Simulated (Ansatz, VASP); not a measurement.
Two plane-wave programs on Ba

```
CELL_PARAMETERS angstrom
1.92085 -3.60551 0.03650
1.92085 3.60551 -0.03650
0.00000 -0.05700 5.53618
ATOMIC_POSITIONS crystal
Ba 0.00000 0.00000 0.00000
```

Alike in both runs: task single point; functional PBE; k mesh 12 × 12 × 8; occupations gaussian, width 0.1 eV; no spin polarisation.

|  | VASP | Ansatz |
| --- | --- | --- |
| version | VASP 6.6.1 | Ansatz 0.2.0 |
| potentials or method | VASP PAW PBE potentials, release 64 (Ba_sv), cutoff 520 eV | scalar-relativistic, plane waves, PAW |
| valence electrons in the cell | 10 | 10 |

|  | VASP | Ansatz | Ansatz less VASP |
| --- | --- | --- | --- |
| gap on the k mesh at the Fermi level (eV) | none | none | - |
| pressure (GPa) | 0.8 | 0.7 | -0.06 |
| traceless stress, the component that is largest in VASP (GPa) | -3.28 | -3.21 | +0.071 |

A gap of «none» marks a metal or a gap that the smearing closes.

Spin-orbit coupling is off throughout.
